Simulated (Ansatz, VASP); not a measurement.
This is a calculation of La for VASP 6.6.1.

INCAR

```
SYSTEM = La
ALGO = Normal ; EDIFF = 1E-6
ENCUT = 520 ; GGA = PS
ISIF = 2 ; ISMEAR = -1
LASPH = .TRUE. ; LCHARG = .TRUE.
LELF = .TRUE. ; LREAL = .FALSE.
LVHAR = .TRUE. ; LWAVE = .FALSE.
NBANDS = 12 ; NELM = 80
PREC = Accurate ; SIGMA = 0.05
```

Contents of KPOINTS:

```
k-points
0
G
  9 9 9
  0 0 0
```

Contents of POSCAR:

```
La
1.0
   -2.1517794217      2.1517794217      2.1517794217
    2.1517794217     -2.1517794217      2.1517794217
    2.1517794217      2.1517794217     -2.1517794217
La
1
Direct
    0.0000000000      0.0000000000      0.0000000000
```

Potentials or basis: VASP PAW PBE potentials, release 64 (La).

Launch:

```sh
$ cat potpaw_PBE.64/La/POTCAR > POTCAR
$ mpirun -np 1 vasp_std > vasp.out
```

Set up the same calculation for Ansatz 0.2.0. Potentials there: Ansatz PAW.

As run (the cutoff follows the program's own potentials):

The input input.yaml:

```yaml
crystal:
  lattice:
    - [-2.1517794217, 2.1517794217, 2.1517794217]
    - [2.1517794217, -2.1517794217, 2.1517794217]
    - [2.1517794217, 2.1517794217, -2.1517794217]
  atoms:
    - { symbol: La, position: [0.0, 0.0, 0.0] }
hamiltonian:
  xc: pbesol
  pseudopotentials: { kind: paw }
kpoints:
  mp_grid: { grid: [9, 9, 9] }
scf:
  occupations: { method: fermi_dirac, width: 0.05 }
output:
  forces: true
  stress: true
  eigenvalues: true
```

Potentials or basis: Ansatz PAW.

Run with:

```console
$ ansatz run input.yaml --threads 1 --pin off --max-ram 3584MiB --backend cpu --events-out ev --progress --plain --runs-dir out
```

Both were run:

|  | VASP | Ansatz | Ansatz less VASP |
| --- | --- | --- | --- |
| gap on the k mesh at the Fermi level (eV) | none | none | - |
| pressure (GPa) | -3.3 | -3.3 | -0.01 |

VASP's potentials were made for PBE, not for PBEsol. A gap of «none» marks a metal or a gap that the smearing closes.

Spin-orbit coupling is off throughout.
